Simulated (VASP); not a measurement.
# CdTe4 (I-43m) in VASP: notebook

The runs below take CdTe4 through single point, relaxation of cell and atoms, with PBE.

Everything below comes from runs of VASP 6.6.1. Logs are shortened: lines on timing, memory, paths and dates and some standing lists are left out, and cuts for length are marked.

### Step 1. The cell of the first run

The structure is cubic, space group I-43m (No. 217). The conventional cell has a = 7.417 Å, b = 7.417 Å, c = 7.417 Å, α = 90.00°, β = 90.00°, γ = 90.00°. Cd (site symmetry -43m) has 4 Te at 2.25 Å within 3.0 Å. Within 3.0 Å of Te (site symmetry 3m) lie 1 Cd at 2.25 Å.

The cell was built from a structure type or drawn by symmetry, and may not be a known phase.

### Step 2. Single point, PBE

The input, INCAR:

```
ALGO = Normal
EDIFF = 1E-7
ENCUT = 520
GGA = PE
ISIF = 2
ISMEAR = 0
LASPH = True
LCHARG = False
LREAL = False
LWAVE = False
NBANDS = 26
NELM = 60
PREC = Accurate
SIGMA = 0.1
```

The input, KPOINTS:

```
k-points
0
Gamma
  4 4 4
```

The input, POSCAR:

```
CdTe4
1.0
   -3.7087014400      3.7087014400      3.7087014400
    3.7087014400     -3.7087014400      3.7087014400
    3.7087014400      3.7087014400     -3.7087014400
Cd Te
1 4
Direct
    0.0000000000      0.0000000000      0.0000000000
    0.3495999900      0.3495999900      0.3495999900
    0.6504000100      0.0000000000      0.0000000000
    0.0000000000      0.0000000000      0.6504000100
    0.0000000000      0.6504000100      0.0000000000
```

Potentials or basis: VASP PAW PBE potentials, release 64 (Cd, Te).

The run is started by

```bash
$ cat potpaw_PBE.64/Cd/POTCAR potpaw_PBE.64/Te/POTCAR > POTCAR
$ mpirun -np 1 vasp_std > vasp.out
```

OUTCAR:

```text
EDIFF = 1E-7
   ENCUT = 520
   GGA = PE
   ISIF = 2
   ISMEAR = 0
   LASPH = True
   LREAL = False
   NELM = 60
   PREC = Accurate

 ion  position               nearest neighbor table
   1  0.000  0.000  0.000-   2 2.25   3 2.25   4 2.25   5 2.25
   2  0.350  0.350  0.350-   1 2.25   4 3.67   5 3.67   3 3.67
   3  0.650  0.000  0.000-   1 2.25   2 3.67   4 3.67   5 3.67
   4  0.000  0.000  0.650-   1 2.25   2 3.67   3 3.67   5 3.67
   5  0.000  0.650  0.000-   1 2.25   2 3.67   3 3.67   4 3.67

  LATTYP: Found a body centered cubic cell.
 ALAT       =     7.4174028800

  Lattice vectors:

 A1 = (  -3.7087014400,   3.7087014400,   3.7087014400)
 A2 = (   3.7087014400,  -3.7087014400,   3.7087014400)
 A3 = (   3.7087014400,   3.7087014400,  -3.7087014400)

Analysis of symmetry for initial positions (statically):
=====================================================================
 Subroutine PRICEL returns:
 Original cell was already a primitive cell.

 Routine SETGRP: Setting up the symmetry group for a
 body centered cubic supercell.

 Subroutine GETGRP returns: Found 24 space group operations
 (whereof 24 operations were pure point group operations)
 out of a pool of 48 trial point group operations.

The static configuration has the point symmetry T_d .

Analysis of symmetry for dynamics (positions and initial velocities):
=====================================================================
 Subroutine PRICEL returns:
 Original cell was already a primitive cell.

 Routine SETGRP: Setting up the symmetry group for a
 body centered cubic supercell.

 Subroutine GETGRP returns: Found 24 space group operations
 (whereof 24 operations were pure point group operations)
 out of a pool of 48 trial point group operations.

The dynamic configuration has the point symmetry T_d .

 Subroutine INISYM returns: Found 24 space group operations
 (whereof 24 operations are pure point group operations),
 and found     1 'primitive' translations

----------------------------------------------------------------------------------------

                                     Primitive cell

  volume of cell :     204.0448

  direct lattice vectors                    reciprocal lattice vectors
    -3.708701440  3.708701440  3.708701440     0.000000000  0.134818078  0.134818078
     3.708701440 -3.708701440  3.708701440     0.134818078  0.000000000  0.134818078
     3.708701440  3.708701440 -3.708701440     0.134818078  0.134818078  0.000000000

  length of vectors
     6.423659324  6.423659324  6.423659324     0.190661554  0.190661554  0.190661554

  position of ions in fractional coordinates (direct lattice)
     0.000000000  0.000000000  0.000000000
     0.349599990  0.349599990  0.349599990
     0.650400010  0.000000000  0.000000000
     0.000000000  0.000000000  0.650400010
     0.000000000  0.650400010  0.000000000

  ion indices of the primitive-cell ions
   primitive index   ion index
                 1           1
                 2           2
                 3           3
                 4           4
                 5           5

----------------------------------------------------------------------------------------

 KPOINTS: k-points

Automatic generation of k-mesh.
 Grid dimensions read from file:
 generate k-points for:    4    4    4

 Generating k-lattice:

  Cartesian coordinates                     Fractional coordinates (reciprocal lattice)
     0.000000000  0.033704519  0.033704519     0.250000000  0.000000000  0.000000000
     0.033704519  0.000000000  0.033704519     0.000000000  0.250000000  0.000000000
     0.033704519  0.033704519  0.000000000     0.000000000  0.000000000  0.250000000

  Length of vectors
     0.047665389  0.047665389  0.047665389

  Shift w.r.t. Gamma in fractional coordinates (k-lattice)
     0.000000000  0.000000000  0.000000000

 Subroutine IBZKPT returns following result:
 ===========================================

 Found      8 irreducible k-points:

 Following reciprocal coordinates:
            Coordinates               Weight
  0.000000  0.000000  0.000000      1.000000
  0.250000  0.000000  0.000000     12.000000
  0.500000  0.000000  0.000000      6.000000
  0.250000  0.250000  0.000000     24.000000
  0.250000  0.250000  0.250000      2.000000
 -0.250000  0.250000  0.250000      6.000000
  0.500000  0.500000  0.250000     12.000000
  0.500000  0.500000  0.500000      1.000000
   k-points           NKPTS =      8   k-points in BZ     NKDIM =      8   number of bands    NBANDS=     26
   number of dos      NEDOS =    301   number of ions     NIONS =      5
   total plane-waves  NPLWV = 110592
   dimension x,y,z NGX =    48 NGY =   48 NGZ =   48
   dimension x,y,z NGXF=    96 NGYF=   96 NGZF=   96
   ions per type =               1   4
   NGX,Y,Z   is equivalent  to a cutoff of  12.42, 12.42, 12.42 a.u.
   NGXF,Y,Z  is equivalent  to a cutoff of  24.85, 24.85, 24.85 a.u.
 SYSTEM =  unknown system
   PREC   = accura    normal or accurate (medium, high low for compatibility)
   ISTART =      0    job   : 0-new  1-cont  2-samecut
   ICHARG =      2    charge: 1-file 2-atom 10-const
   ISPIN  =      1    spin polarized calculation?
   LNONCOLLINEAR =      F non collinear calculations
   LSORBIT =      F    spin-orbit coupling
   LASPH  =      T    aspherical Exc in radial PAW
   ENCUT  =  520.0 eV  38.22 Ry    6.18 a.u.  11.94 11.94 11.94*2*pi/ulx,y,z
   NELM   =     60;   NELMIN=  2; NELMDL= -5     # of ELM steps
   EDIFF  = 0.1E-06   stopping-criterion for ELM
   LREAL  =      F    real-space projection
   EDIFFG = 0.1E-05   stopping-criterion for IOM
   NSW    =      0    number of steps for IOM
   IBRION =     -1    ionic relax: 0-MD 1-quasi-New 2-CG
   NFREE  =      0    steps in history (QN), initial steepest desc. (CG)
   ISIF   =      2    stress and relaxation
   ISYM   =      2    0-nonsym 1-usesym 2-fastsym
   POTIM  = 0.5000    time-step for ionic-motion
   TEBEG  =    0.0;   TEEND  =   0.0 temperature during run
   PSTRESS=    0.0 pullay stress
   NELECT =      36.0000    total number of electrons
   NUPDOWN=      -1.0000    fix difference up-down
   EMIN   =  10.00;   EMAX   =-10.00  energy-range for DOS
   EFERMI =   0.00;   METHOD = LEGACY
   ISMEAR =     0;   SIGMA  =   0.10  broadening in eV -4-tet -1-fermi 0-gaus
   EFERMI_NEDOS =   21; number of points for ismear=-14 and -15
   IALGO  =     38    algorithm
   IMIX   =      4    mixing-type and parameters
     AMIX     =   0.40;   BMIX     =  1.00
     AMIX_MAG =   1.60;   BMIX_MAG =  1.00
  volume/ion in A,a.u.               =      40.81       275.39
  Fermi-wavevector in a.u.,A,eV,Ry     =   0.918193  1.735132 11.470768  0.843078
  Thomas-Fermi vector in A             =   2.043247
   LORBIT       =      0    0 simple, 1 ext, 2 COOP (PROOUT), +10 PAW based schemes
   GGA     = PE    functional components
   LHFCALC =     F    Hartree Fock is set to
   AEXX    =    0.0000 exact exchange contribution
   IVDW    =     0    specifies the selected vdW correction
   LEPSILON=     F    determine dielectric tensor
   LRPA    =     F    only Hartree local field effects (RPA)
 non-spin polarized calculation
 Gauss-broadening in eV      SIGMA  =   0.10
  energy-cutoff  :      520.00
  volume of cell :      204.04
 maximum number of plane-waves:      5594
   NGX = 23   NGY = 23   NGZ = 23

 number of electron      35.9999993 magnetization

 Free energy of the ion-electron system (eV)
  ---------------------------------------------------
  ext. energy  EPLUGINS =         0.00000000
  ---------------------------------------------------
  free energy    TOTEN  =        -3.33778403 eV

  energy without entropy =       -3.30595810  energy(sigma->0) =       -3.32187107

 E-fermi :   2.5244     XC(G=0):  -7.9156

 val. band max:        2.5039079609   @ k =   0.2500   0.2500   0.0000
 cond. band min:       2.5668154970   @ k =  -0.2500   0.2500   0.2500
 fundamental gap:      0.0629075360
 Fermi energy:         2.5243704304

 k-point     1 :       0.0000    0.0000    0.0000
  band No.  band energies     occupation
      1     -10.1363      2.00000
      2     -10.0228      2.00000
      3     -10.0228      2.00000
      4     -10.0228      2.00000
      5      -8.5406      2.00000
      6      -8.5406      2.00000
[... 18 lines left out ...]
     25       9.8035      0.00000
     26       9.8035      0.00000

 k-point     2 :       0.2500    0.0000    0.0000
  band No.  band energies     occupation
      1     -10.1040      2.00000
      2     -10.0325      2.00000
      3     -10.0261      2.00000
      4      -9.9394      2.00000
      5      -8.5432      2.00000
      6      -8.5429      2.00000
[... 18 lines left out ...]
     25       8.8911      0.00000
     26       9.2126      0.00000

 k-point     3 :       0.5000    0.0000    0.0000
  band No.  band energies     occupation
      1     -10.0666      2.00000
      2     -10.0563      2.00000
      3     -10.0293      2.00000
      4      -9.8330      2.00000
      5      -8.5457      2.00000
      6      -8.5451      2.00000
[... 18 lines left out ...]
     25       8.9301      0.00000
     26       9.1791      0.00000

 k-point     4 :       0.2500    0.2500    0.0000
  band No.  band energies     occupation
      1     -10.0708      2.00000
      2     -10.0407      2.00000
      3     -10.0382      2.00000
      4      -9.8375      2.00000
      5      -8.5456      2.00000
      6      -8.5452      2.00000
[... 18 lines left out ...]
     25       8.7790      0.00000
     26       9.1807      0.00000

 k-point     5 :       0.2500    0.2500    0.2500
  band No.  band energies     occupation
      1     -10.0429      2.00000
      2     -10.0429      2.00000
      3     -10.0429      2.00000
      4      -9.8509      2.00000
      5      -8.5450      2.00000
      6      -8.5450      2.00000
[... 18 lines left out ...]
     25       8.2400      0.00000
     26      10.1758      0.00000

 k-point     6 :      -0.2500    0.2500    0.2500
  band No.  band energies     occupation
      1     -10.0868      2.00000
      2     -10.0384      2.00000
      3     -10.0384      2.00000
      4      -9.8347      2.00000
      5      -8.5461      2.00000
      6      -8.5455      2.00000
[... 18 lines left out ...]
     25       8.6866      0.00000
     26       9.0800      0.00000

 k-point     7 :       0.5000    0.5000    0.2500
  band No.  band energies     occupation
      1     -10.0604      2.00000
      2     -10.0551      2.00000
      3     -10.0447      2.00000
      4      -9.7203      2.00000
      5      -8.5487      2.00000
      6      -8.5484      2.00000
[... 18 lines left out ...]
     25       8.5577      0.00000
     26       9.2923      0.00000

 k-point     8 :       0.5000    0.5000    0.5000
  band No.  band energies     occupation
      1     -10.0538      2.00000
      2     -10.0538      2.00000
      3     -10.0538      2.00000
      4      -9.5997      2.00000
      5      -8.5518      2.00000
      6      -8.5518      2.00000
[... 18 lines left out ...]
     25       8.7691      0.00000
     26       9.6069      0.00000

------------------------ aborting loop because EDIFF is reached ----------------------------------------

  FORCE on cell =-STRESS in cart. coord.  units (eV):
  Direction    XX          YY          ZZ          XY          YZ          ZX
  --------------------------------------------------------------------------------------
  -------------------------------------------------------------------------------------
  Total       22.9599268     22.9599268     22.9599268      0.0000000      0.0000000      0.0000000
  in kB      180.2832883    180.2832883    180.2832883      0.0000000      0.0000000      0.0000000
  external PRESSURE =     180.2832883 kB  Pullay stress =       0.0000000 kB

 VOLUME and BASIS-vectors are now :
 -----------------------------------------------------------------------------
  energy-cutoff  :      520.00
  volume of cell :      204.04
      direct lattice vectors                 reciprocal lattice vectors
    -3.708701440  3.708701440  3.708701440     0.000000000  0.134818078  0.134818078
     3.708701440 -3.708701440  3.708701440     0.134818078  0.000000000  0.134818078
     3.708701440  3.708701440 -3.708701440     0.134818078  0.134818078  0.000000000

 POSITION                                       TOTAL-FORCE (eV/Angst)
 -----------------------------------------------------------------------------------
      0.00000      0.00000      0.00000         0.000000      0.000000     -0.000000
      1.29656      1.29656      1.29656         5.325114      5.325114      5.325114
     -2.41214      2.41214      2.41214         5.325114     -5.325114     -5.325114
      2.41214      2.41214     -2.41214        -5.325114     -5.325114      5.325114
      2.41214     -2.41214      2.41214        -5.325114      5.325114     -5.325114
 -----------------------------------------------------------------------------------
    total drift:                                0.000002      0.000002      0.000000

  FREE ENERGIE OF THE ION-ELECTRON SYSTEM (eV)
  ---------------------------------------------------
  free  energy   TOTEN  =        -3.3377840298 eV

  energy  without entropy=       -3.3059581006  energy(sigma->0) =       -3.32187107
```

It took 31 s on 1 thread of AMD EPYC 9R45 (Zen 5), shared host; peak memory 0.3 GiB.

Results:

| Property | Result |
| --- | --- |
| Free energy | -3.3378 eV |
| Pressure | 18.0 GPa |
| Largest force | 9.223 eV/Å |
| Band gap on the k mesh | zero (bands 18 and 19 overlap by 0.15 eV) |

Forces on the atoms (eV/Å):
```
Cd   0.000  0.000  0.000
Te   5.325  5.325  5.325
Te   5.325 -5.325 -5.325
Te  -5.325 -5.325  5.325
Te  -5.325  5.325 -5.325
```

Caveat: the cell stands under pressure; semilocal functionals underestimate gaps, so a narrow gap can read as zero; spin-orbit coupling is left out, which moves the levels of the heavy elements; forces of over 1 eV/Å act on the atoms, so gaps and moduli don't describe the material at rest.

(Continued in part 2 of 2.)
